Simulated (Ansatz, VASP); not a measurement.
## Ta: VASP beside Ansatz

Contents of INCAR:

```
PREC     = Accurate       # precision mode
ENCUT    = 520            # plane-wave cutoff, eV
EDIFF    = 1E-6           # SCF threshold, eV
ISMEAR   = -1             # smearing method
SIGMA    = 0.05           # smearing width, eV
LREAL    = F              # projectors in reciprocal space
LASPH    = T              # aspherical terms in the spheres
NELM     = 80             # most SCF steps
ALGO     = Normal         # electronic algorithm
ISIF     = 2              # what is computed and relaxed
LWAVE    = F              # write WAVECAR
LCHARG   = T              # write CHGCAR
LELF     = T              # ELF
LVHAR    = T            
NBANDS   = 24             # bands
```

File KPOINTS:

```
regular mesh
0
Gamma
  10 10 14
```

POSCAR

```
Ta
1.0
    0.0000000000      3.2528507656     -3.2528507656
   -3.2528507656      0.0000000000      3.2528507656
    1.6264253828      1.6264253828      1.6264253828
Ta
3
Direct
    0.0000000000      0.0000000000      0.0000000000
    0.3333333330      0.6666666670      0.3333333330
    0.6666666670      0.3333333330      0.6666666670
```

Input for Ansatz:

```yaml
crystal:
  lattice:
    - [0.0, 3.2528507656, -3.2528507656]
    - [-3.2528507656, 0.0, 3.2528507656]
    - [1.6264253828, 1.6264253828, 1.6264253828]
  atoms:
    - { symbol: Ta, position: [0.0, 0.0, 0.0] }
    - { symbol: Ta, position: [0.333333333, 0.666666667, 0.333333333] }
    - { symbol: Ta, position: [0.666666667, 0.333333333, 0.666666667] }
kpoints:
  mp_grid: { grid: [10, 10, 14] }
scf:
  occupations: { method: fermi_dirac, width: 0.05 }
hamiltonian:
  xc: lda
  pseudopotentials: { kind: all_electron, lapw: { basis_error: 0.001 } }
output:
  forces: true
  stress: true
  eigenvalues: true
```

Alike in both runs: task single point; functional LDA; k mesh 10 × 10 × 14; occupations fermi-dirac, width 0.05 eV; no spin polarisation.

|  | VASP | Ansatz |
| --- | --- | --- |
| version | VASP 6.6.1 | Ansatz 0.2.0 |
| potentials or method | VASP PAW LDA potentials, release 64 (Ta_pv), cutoff 520 eV | all-electron LAPW, scalar-relativistic |

VASP gave:

```
pressure (GPa) : 1.0
```

Problem. What did Ansatz give for the same quantities?

Solution. Pressure (GPa): -0.1.

LDA's correlation is that of Perdew and Zunger in VASP and of Perdew and Wang (1992) in Ansatz. Ansatz ran all-electron here, and VASP with PAW potentials.

Spin-orbit coupling is off throughout.
